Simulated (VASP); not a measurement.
# GaAs (F-43m) in VASP: further runs

GaAs is run at these levels: PBE+D3(BJ); tasks: single point, relaxation of cell and atoms.

Everything below comes from runs of VASP 6.6.1. Logs are shortened: lines on timing, memory, paths and dates and some standing lists are left out, and cuts for length are marked.

**Experimental background.**

From “Evidence of valence band perturbations in GaAsN/GaAs(001): A combined variable-angle spectroscopic ellipsometry and modulated photoreflectance investigation”, 2008, arxiv:0805.2212, for a bulk crystal of GaAs at 300 K: band gap 1.418 ± 0.005 eV (direct).

The results are compared with them further down.

### Step 1. The cell of the first run

The structure is cubic, space group F-43m (No. 216). The conventional cell has a = 5.676 Å, b = 5.676 Å, c = 5.676 Å, α = 90.00°, β = 90.00°, γ = 90.00°. Within 3.2 Å of Ga (site symmetry -43m) lie 4 As at 2.46 Å. As (site symmetry -43m) has 4 Ga at 2.46 Å within 3.2 Å.

### Step 2. Single point, PBE+D3(BJ)

Input file INCAR:

```
PREC = Accurate ; ENCUT = 520
EDIFF = 1E-7 ; ISMEAR = 0
SIGMA = 0.02 ; LREAL = False
LASPH = True ; NELM = 80
ALGO = Normal ; ISIF = 2
LWAVE = False ; LCHARG = False
GGA = PE ; IVDW = 12
NBANDS = 16
```

Input file KPOINTS:

```
Automatic mesh
0
Gamma
  12 12 12
```

Input file POSCAR:

```
GaAs
1.0
    0.0000000000      2.8381166879      2.8381166879
    2.8381166879      0.0000000000      2.8381166879
    2.8381166879      2.8381166879      0.0000000000
Ga As
1 1
Direct
    0.0000000000      0.0000000000      0.0000000000
    0.7500000000      0.7500000000      0.7500000000
```

Potentials or basis: VASP PAW PBE potentials, release 64 (Ga_d, As).

Run with:

```bash
$ cat potpaw_PBE.64/Ga_d/POTCAR potpaw_PBE.64/As/POTCAR > POTCAR
$ mpirun -np 1 vasp_std > vasp.out
```

OUTCAR:

```text
PREC = Accurate
   ENCUT = 520
   EDIFF = 1E-7
   ISMEAR = 0
   LREAL = False
   LASPH = True
   NELM = 80
   ISIF = 2
   GGA = PE
   IVDW = 12
 IVDW          = 12

 ion  position               nearest neighbor table
   1  0.000  0.000  0.000-   2 2.46   2 2.46   2 2.46   2 2.46
   2  0.750  0.750  0.750-   1 2.46   1 2.46   1 2.46   1 2.46

  LATTYP: Found a face centered cubic cell.
 ALAT       =     5.6762333758

  Lattice vectors:

 A1 = (   0.0000000000,   2.8381166879,   2.8381166879)
 A2 = (   2.8381166879,   0.0000000000,   2.8381166879)
 A3 = (   2.8381166879,   2.8381166879,   0.0000000000)

Analysis of symmetry for initial positions (statically):
=====================================================================
 Subroutine PRICEL returns:
 Original cell was already a primitive cell.

 Routine SETGRP: Setting up the symmetry group for a
 face centered cubic supercell.

 Subroutine GETGRP returns: Found 24 space group operations
 (whereof 24 operations were pure point group operations)
 out of a pool of 48 trial point group operations.

The static configuration has the point symmetry T_d .

Analysis of symmetry for dynamics (positions and initial velocities):
=====================================================================
 Subroutine PRICEL returns:
 Original cell was already a primitive cell.

 Routine SETGRP: Setting up the symmetry group for a
 face centered cubic supercell.

 Subroutine GETGRP returns: Found 24 space group operations
 (whereof 24 operations were pure point group operations)
 out of a pool of 48 trial point group operations.

The dynamic configuration has the point symmetry T_d .

 Subroutine INISYM returns: Found 24 space group operations
 (whereof 24 operations are pure point group operations),
 and found     1 'primitive' translations

----------------------------------------------------------------------------------------

                                     Primitive cell

  volume of cell :      45.7215

  direct lattice vectors                    reciprocal lattice vectors
     0.000000000  2.838116688  2.838116688    -0.176173165  0.176173165  0.176173165
     2.838116688  0.000000000  2.838116688     0.176173165 -0.176173165  0.176173165
     2.838116688  2.838116688  0.000000000     0.176173165  0.176173165 -0.176173165

  length of vectors
     4.013703112  4.013703112  4.013703112     0.305140873  0.305140873  0.305140873

  position of ions in fractional coordinates (direct lattice)
     0.000000000  0.000000000  0.000000000
     0.750000000  0.750000000  0.750000000

  ion indices of the primitive-cell ions
   primitive index   ion index
                 1           1
                 2           2

----------------------------------------------------------------------------------------

 KPOINTS: Automatic mesh

Automatic generation of k-mesh.
 Grid dimensions read from file:
 generate k-points for:   12   12   12

 Generating k-lattice:

  Cartesian coordinates                     Fractional coordinates (reciprocal lattice)
    -0.014681097  0.014681097  0.014681097     0.083333333  0.000000000  0.000000000
     0.014681097 -0.014681097  0.014681097     0.000000000  0.083333333  0.000000000
     0.014681097  0.014681097 -0.014681097     0.000000000  0.000000000  0.083333333

  Length of vectors
     0.025428406  0.025428406  0.025428406

  Shift w.r.t. Gamma in fractional coordinates (k-lattice)
     0.000000000  0.000000000  0.000000000

 Subroutine IBZKPT returns following result:
 ===========================================

 Found     72 irreducible k-points:

 Following reciprocal coordinates:
            Coordinates               Weight
  0.000000  0.000000  0.000000      1.000000
  0.083333  0.000000  0.000000      8.000000
  0.166667  0.000000  0.000000      8.000000
  0.250000  0.000000  0.000000      8.000000
  0.333333  0.000000  0.000000      8.000000
  0.416667  0.000000  0.000000      8.000000
[... 16 lines left out ...]
  0.500000  0.166667  0.000000     24.000000
 -0.416667  0.166667  0.000000     24.000000
 [... further k-points ...]
   k-points           NKPTS =     72   k-points in BZ     NKDIM =     72   number of bands    NBANDS=     16
   number of dos      NEDOS =    301   number of ions     NIONS =      2
   total plane-waves  NPLWV =  27000
   dimension x,y,z NGX =    30 NGY =   30 NGZ =   30
   dimension x,y,z NGXF=    60 NGYF=   60 NGZF=   60
   ions per type =               1   1
   NGX,Y,Z   is equivalent  to a cutoff of  12.43, 12.43, 12.43 a.u.
   NGXF,Y,Z  is equivalent  to a cutoff of  24.85, 24.85, 24.85 a.u.
 SYSTEM =  unknown system
   PREC   = accura    normal or accurate (medium, high low for compatibility)
   ISTART =      0    job   : 0-new  1-cont  2-samecut
   ICHARG =      2    charge: 1-file 2-atom 10-const
   ISPIN  =      1    spin polarized calculation?
   LNONCOLLINEAR =      F non collinear calculations
   LSORBIT =      F    spin-orbit coupling
   LASPH  =      T    aspherical Exc in radial PAW
   ENCUT  =  520.0 eV  38.22 Ry    6.18 a.u.   7.46  7.46  7.46*2*pi/ulx,y,z
   NELM   =     80;   NELMIN=  2; NELMDL= -5     # of ELM steps
   EDIFF  = 0.1E-06   stopping-criterion for ELM
   LREAL  =      F    real-space projection
   EDIFFG = 0.1E-05   stopping-criterion for IOM
   NSW    =      0    number of steps for IOM
   IBRION =     -1    ionic relax: 0-MD 1-quasi-New 2-CG
   NFREE  =      0    steps in history (QN), initial steepest desc. (CG)
   ISIF   =      2    stress and relaxation
   ISYM   =      2    0-nonsym 1-usesym 2-fastsym
   POTIM  = 0.5000    time-step for ionic-motion
   TEBEG  =    0.0;   TEEND  =   0.0 temperature during run
   PSTRESS=    0.0 pullay stress
   NELECT =      18.0000    total number of electrons
   NUPDOWN=      -1.0000    fix difference up-down
   EMIN   =  10.00;   EMAX   =-10.00  energy-range for DOS
   EFERMI =   0.00;   METHOD = LEGACY
   ISMEAR =     0;   SIGMA  =   0.02  broadening in eV -4-tet -1-fermi 0-gaus
   EFERMI_NEDOS =   21; number of points for ismear=-14 and -15
   IALGO  =     38    algorithm
   IMIX   =      4    mixing-type and parameters
     AMIX     =   0.40;   BMIX     =  1.00
     AMIX_MAG =   1.60;   BMIX_MAG =  1.00
  volume/ion in A,a.u.               =      22.86       154.27
  Fermi-wavevector in a.u.,A,eV,Ry     =   1.199846  2.267380 19.587353  1.439630
  Thomas-Fermi vector in A             =   2.335698
   LORBIT       =      0    0 simple, 1 ext, 2 COOP (PROOUT), +10 PAW based schemes
   GGA     = PE    functional components
   LHFCALC =     F    Hartree Fock is set to
   AEXX    =    0.0000 exact exchange contribution
   IVDW    =    12    specifies the selected vdW correction
   LEPSILON=     F    determine dielectric tensor
   LRPA    =     F    only Hartree local field effects (RPA)
 non-spin polarized calculation
 Gauss-broadening in eV      SIGMA  =   0.02
  energy-cutoff  :      520.00
  volume of cell :       45.72
 maximum number of plane-waves:      1248
 NGX is ok and might be reduce to    30
   NGX = 15   NGY = 15   NGZ = 15

 number of electron      17.9999988 magnetization

 Free energy of the ion-electron system (eV)
  ---------------------------------------------------
  ext. energy  EPLUGINS =         0.00000000
  ---------------------------------------------------
  free energy    TOTEN  =        -8.26205780 eV

  energy without entropy =       -8.26205780  energy(sigma->0) =       -8.26205780

 E-fermi :   3.9023     XC(G=0):  -9.5347

 val. band max:        3.8192690670   @ k =   0.0000   0.0000   0.0000
 cond. band min:       4.2504830010   @ k =   0.0000   0.0000   0.0000
 fundamental gap:      0.4312139340
 Fermi energy:         3.9023033080

 k-point     1 :       0.0000    0.0000    0.0000
  band No.  band energies     occupation
      1     -10.9651      2.00000
      2     -10.9651      2.00000
      3     -10.9651      2.00000
      4     -10.8888      2.00000
      5     -10.8888      2.00000
      6      -8.8211      2.00000
[... 8 lines left out ...]
     15      13.9130      0.00000
     16      13.9130      0.00000

 k-point     2 :       0.0833    0.0000    0.0000
  band No.  band energies     occupation
      1     -10.9710      2.00000
      2     -10.9635      2.00000
      3     -10.9635      2.00000
      4     -10.8889      2.00000
      5     -10.8889      2.00000
      6      -8.7406      2.00000
[... 8 lines left out ...]
     15      13.3879      0.00000
     16      13.3879      0.00000

 k-point     3 :       0.1667    0.0000    0.0000
  band No.  band energies     occupation
      1     -10.9863      2.00000
      2     -10.9594      2.00000
      3     -10.9594      2.00000
      4     -10.8889      2.00000
      5     -10.8889      2.00000
      6      -8.5063      2.00000
[... 8 lines left out ...]
     15      12.8481      0.00000
     16      12.8481      0.00000

 k-point     4 :       0.2500    0.0000    0.0000
  band No.  band energies     occupation
      1     -11.0058      2.00000
      2     -10.9543      2.00000
      3     -10.9543      2.00000
      4     -10.8884      2.00000
      5     -10.8884      2.00000
      6      -8.1411      2.00000
[... 8 lines left out ...]
     15      12.8292      0.00000
     16      12.8292      0.00000

 k-point     5 :       0.3333    0.0000    0.0000
  band No.  band energies     occupation
      1     -11.0238      2.00000
      2     -10.9500      2.00000
      3     -10.9500      2.00000
      4     -10.8872      2.00000
      5     -10.8872      2.00000
      6      -7.6950      2.00000
[... 8 lines left out ...]
     15      13.4567      0.00000
     16      13.4567      0.00000

 k-point     6 :       0.4167    0.0000    0.0000
  band No.  band energies     occupation
      1     -11.0363      2.00000
      2     -10.9473      2.00000
      3     -10.9473      2.00000
      4     -10.8857      2.00000
      5     -10.8857      2.00000
      6      -7.2784      2.00000
[... 8 lines left out ...]
     15      14.5891      0.00000
     16      14.5891      0.00000

 k-point     7 :       0.5000    0.0000    0.0000
  band No.  band energies     occupation
      1     -11.0408      2.00000
      2     -10.9465      2.00000
      3     -10.9465      2.00000
      4     -10.8851      2.00000
      5     -10.8851      2.00000
      6      -7.0932      2.00000
[... 8 lines left out ...]
     15      15.6301      0.00000
     16      15.6302      0.00000

 k-point     8 :       0.0833    0.0833    0.0000
  band No.  band energies     occupation
      1     -10.9746      2.00000
      2     -10.9621      2.00000
      3     -10.9621      2.00000
      4     -10.8900      2.00000
      5     -10.8879      2.00000
      6      -8.7138      2.00000
[... 8 lines left out ...]
     15      12.6609      0.00000
     16      14.0243      0.00000

 k-point     9 :       0.1667    0.0833    0.0000
  band No.  band energies     occupation
      1     -10.9870      2.00000
      2     -10.9587      2.00000
      3     -10.9580      2.00000
      4     -10.8912      2.00000
      5     -10.8872      2.00000
      6      -8.5308      2.00000
[... 8 lines left out ...]
     15      12.8404      0.00000
     16      13.7305      0.00000
[... 172 lines left out ...]
 k-point    19 :       0.1667    0.1667    0.0000
  band No.  band energies     occupation
      1     -10.9979      2.00000
      2     -10.9537      2.00000
      3     -10.9537      2.00000
      4     -10.8938      2.00000
      5     -10.8857      2.00000
      6      -8.4012      2.00000
[... 8 lines left out ...]
     15      13.4183      0.00000
     16      14.3574      0.00000

 k-point    20 :       0.2500    0.1667    0.0000
  band No.  band energies     occupation
      1     -11.0125      2.00000
      2     -10.9490      2.00000
      3     -10.9482      2.00000
      4     -10.8959      2.00000
      5     -10.8844      2.00000
      6      -8.1288      2.00000
[... 8 lines left out ...]
     15      14.2810      0.00000
     16      14.3827      0.00000

 k-point    21 :       0.3333    0.1667    0.0000
  band No.  band energies     occupation
      1     -11.0271      2.00000
      2     -10.9454      2.00000
      3     -10.9431      2.00000
      4     -10.8965      2.00000
      5     -10.8833      2.00000
      6      -7.7430      2.00000
[... 8 lines left out ...]
     15      14.5432      0.00000
     16      14.7022      0.00000

 k-point    22 :       0.4167    0.1667    0.0000
  band No.  band energies     occupation
      1     -11.0387      2.00000
      2     -10.9433      2.00000
      3     -10.9398      2.00000
      4     -10.8951      2.00000
      5     -10.8829      2.00000
      6      -7.3087      2.00000
[... 8 lines left out ...]
     15      14.6993      0.00000
     16      15.5522      0.00000

 k-point    23 :       0.5000    0.1667    0.0000
  band No.  band energies     occupation
      1     -11.0451      2.00000
      2     -10.9425      2.00000
      3     -10.9387      2.00000
      4     -10.8923      2.00000
      5     -10.8837      2.00000
      6      -6.9639      2.00000
[... 8 lines left out ...]
     15      15.3108      0.00000
     16      15.6525      0.00000

 k-point    24 :      -0.4167    0.1667    0.0000
  band No.  band energies     occupation
      1     -11.0452      2.00000
      2     -10.9427      2.00000
      3     -10.9395      2.00000
      4     -10.8895      2.00000
      5     -10.8861      2.00000
      6      -6.9083      2.00000
[... 8 lines left out ...]
     15      14.1535      0.00000
     16      14.8918      0.00000

 [... further k-points ...]

------------------------ aborting loop because EDIFF is reached ----------------------------------------

 Edisp (eV)   -0.64140

 E8    (eV) :    -0.2863

  FORCE on cell =-STRESS in cart. coord.  units (eV):
  Direction    XX          YY          ZZ          XY          YZ          ZX
  --------------------------------------------------------------------------------------
  -------------------------------------------------------------------------------------
  Total       0.05013     0.05013     0.05013     0.00000     0.00000     0.00000
  in kB       1.75659     1.75659     1.75659     0.00000     0.00000     0.00000
  external pressure =        1.76 kB  Pullay stress =        0.00 kB

 VOLUME and BASIS-vectors are now :
 -----------------------------------------------------------------------------
  energy-cutoff  :      520.00
  volume of cell :       45.72
      direct lattice vectors                 reciprocal lattice vectors
     0.000000000  2.838116688  2.838116688    -0.176173165  0.176173165  0.176173165
     2.838116688  0.000000000  2.838116688     0.176173165 -0.176173165  0.176173165
     2.838116688  2.838116688  0.000000000     0.176173165  0.176173165 -0.176173165

 POSITION                                       TOTAL-FORCE (eV/Angst)
 -----------------------------------------------------------------------------------
      0.00000      0.00000      0.00000        -0.000000     -0.000000      0.000000
      4.25718      4.25718      4.25718         0.000000      0.000000     -0.000000
 -----------------------------------------------------------------------------------
    total drift:                               -0.000002     -0.000002     -0.000002

  FREE ENERGIE OF THE ION-ELECTRON SYSTEM (eV)
  ---------------------------------------------------
  free  energy   TOTEN  =        -8.9034547165 eV

  energy  without entropy=       -8.9034547165  energy(sigma->0) =       -8.90345472
```

Run time: 42 s. Hardware: 1 thread of Intel Xeon 6975P-C (Granite Rapids), shared host; peak memory 0.21 GiB.

Results:

```yaml
Free_energy: -8.9035 eV
Pressure: 0.2 GPa
Band_gap_on_the_k_mesh: 0.43 eV, direct
Dispersion_energy_per_atom: -0.321 eV
```

Levels at points of the mesh, in eV from the valence-band top:
```csv
k point,band 5,band 6,band 7,band 8,band 9,band 10,band 11,band 12,band 13,band 14
"(0.00, 0.00, 0.00)",-14.71,-12.64,0.00,0.00,0.00,0.43,3.73,3.73,3.73,7.55
"(0.50, 0.00, 0.00)",-14.70,-10.91,-6.57,-1.12,-1.12,0.97,4.63,4.63,7.74,10.31
"(0.50, 0.50, 0.00)",-14.70,-10.19,-6.76,-2.64,-2.64,1.49,1.66,10.07,10.07,10.87
```

### Step 3. Relaxation of cell and atoms, PBE+D3(BJ)

This run uses another cell than the first one, of 22.59 Å³/atom, 0.988 times its volume.

Input file INCAR:

```
PREC = Accurate
ENCUT = 600
EDIFF = 1E-6
ISMEAR = 0
SIGMA = 0.02
LREAL = False
LASPH = True
NELM = 100
ALGO = Normal
ISIF = 3
LWAVE = False
LCHARG = False
GGA = PE
IVDW = 12
IBRION = 2
NSW = 100
EDIFFG = -0.005
```

Input file KPOINTS:

```
regular mesh
0
Gamma
  12 12 12
```

Input file POSCAR:

```
GaAs
1.0
    0.0000000000      2.8268500000      2.8268500000
    2.8268500000      0.0000000000      2.8268500000
    2.8268500000      2.8268500000      0.0000000000
Ga As
1 1
Direct
    0.0000000000      0.0000000000      0.0000000000
    0.7500000000      0.7500000000      0.7500000000
```

Potentials or basis: VASP PAW PBE potentials, release 64 (Ga_d, As).

Run with:

```bash
$ cat potpaw_PBE.64/Ga_d/POTCAR potpaw_PBE.64/As/POTCAR > POTCAR
$ mpirun -np 1 vasp_std > vasp.out
```

Wall time 32 s (1 thread of Intel Xeon 6975P-C (Granite Rapids), shared host); peak memory 0.23 GiB.

The run converged. Its results:

| Quantity | Value |
| --- | --- |
| Free energy | -8.9033 eV |
| Relaxed volume | 22.92 Å³/atom |
| Relaxed cell | a = 4.017 Å, b = 4.017 Å, c = 4.017 Å, α = 60.00°, β = 60.00°, γ = 60.00° |
| Space group after relaxing (to 0.05 Å) | F-43m (No. 216) |
| Energy gained by relaxing | 1.0 meV/atom |
| Ionic steps | 3 |
| Pressure after relaxing | 0.0 GPa |
| Band gap on the k mesh | 0.41 eV, direct |
| Dispersion energy per atom | -0.320 eV |

The path:
```
step  energy change (eV)  largest force (eV/Å)  pressure (GPa)  volume (Å³)
   1              0.0000                0.0000            0.98        45.18
   2             -0.0017                0.0000           -0.32        46.09
   3             -0.0020                0.0000            0.03        45.83
```

Final structure:
```xyz
2
Lattice="0.0000 2.8404 2.8404 2.8404 0.0000 2.8404 2.8404 2.8404 0.0000" Properties=species:S:1:pos:R:3 pbc="T T T"
Ga    0.0000    0.0000    0.0000
As    4.2606    4.2606    4.2606
```

Levels at points of the mesh, in eV from the valence-band top:
```
           k point  band 6  band 7  band 8  band 9  band 10  band 11  band 12  band 13
(0.00, 0.00, 0.00)  -12.62    0.00    0.00    0.00     0.41     3.73     3.73     3.73
(0.50, 0.00, 0.00)  -10.90   -6.56   -1.12   -1.12     0.96     4.63     4.63     7.74
(0.50, 0.50, 0.00)  -10.18   -6.75   -2.63   -2.63     1.49     1.66    10.05    10.05
```

### Step 4. How close it comes

Step 2. A measured gap of GaAs is 1.418 eV (direct; 300 K; “Evidence of valence band perturbations in GaAsN/GaAs(001): A combined variable-angle spectroscopic ellipsometry and modulated photoreflectance investigation”, 2008, arxiv:0805.2212); the calculated 0.43 eV misses it by -0.99 eV. 3 values of this kind are on record (1.412 to 1.51 eV); this one was drawn at random among those near their median, those with a stated uncertainty first. Spin-orbit coupling on As, Ga is left out. The value is that of PBE+D3(BJ), without temperature or zero-point motion. Semilocal functionals fall short of measured gaps as a rule.
